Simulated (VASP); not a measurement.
Write the native input for VASP 6.6.1 that does the following.

| Property | Result |
| --- | --- |
| Task | single point |
| Functional | PBE |
| Dispersion | D3(BJ) |
| Potentials or basis | VASP PAW PBE potentials, release 64 (Ti_sv, O) |
| Cutoff | 520 eV |
| k mesh | 6 × 6 × 6 |
| Occupations | gaussian, width 0.1 eV |
| Spin | no spin polarisation |
| Dipole correction | no |
| Further INCAR settings | ALGO = Normal; EDIFF = 1e-06; NBANDS = 33 |

The structure of TiO2 (Anatase) lies in POSCAR:

```
TiO2
1.0
   -1.8921000000      1.8921000000      4.7573000000
    1.8921000000     -1.8921000000      4.7573000000
    1.8921000000      1.8921000000     -4.7573000000
Ti O
2 4
Direct
    0.0000000000      0.0000000000      0.0000000000
    0.7500000000      0.2500000000      0.5000000000
    0.2081000000      0.2081000000      0.0000000000
    0.9581000000      0.4581000000      0.5000000000
    0.5419000000      0.0419000000      0.5000000000
    0.7919000000      0.7919000000      0.0000000000
```

The input as run:

INCAR

```
PREC = Accurate ; ENCUT = 520
EDIFF = 1E-6 ; ISMEAR = 0
SIGMA = 0.1 ; LREAL = False
LASPH = True ; NELM = 80
ALGO = Normal ; ISIF = 2
LWAVE = False ; LCHARG = False
GGA = PE ; IVDW = 12
NBANDS = 33
```

KPOINTS

```
Automatic mesh
0
Gamma
  6 6 6
```

Potentials or basis: VASP PAW PBE potentials, release 64 (Ti_sv, O).

The run is started by

```sh
$ cat potpaw_PBE.64/Ti_sv/POTCAR potpaw_PBE.64/O/POTCAR > POTCAR
$ mpirun -np 1 vasp_std > vasp.out
```

It gave:

```json
{
 "Pressure": "2.4 GPa",
 "Largest force": "0.130 eV/Å",
 "Band gap on the k mesh": "2.14 eV, indirect (least direct gap 2.45 eV)",
 "Dispersion energy per atom": "-0.226 eV"
}
```

Run time: 3.1 min on 1 thread of Intel(R) Xeon(R) Platinum 8488C (Sapphire Rapids), with other jobs on the host, peak memory 0.28 GiB.
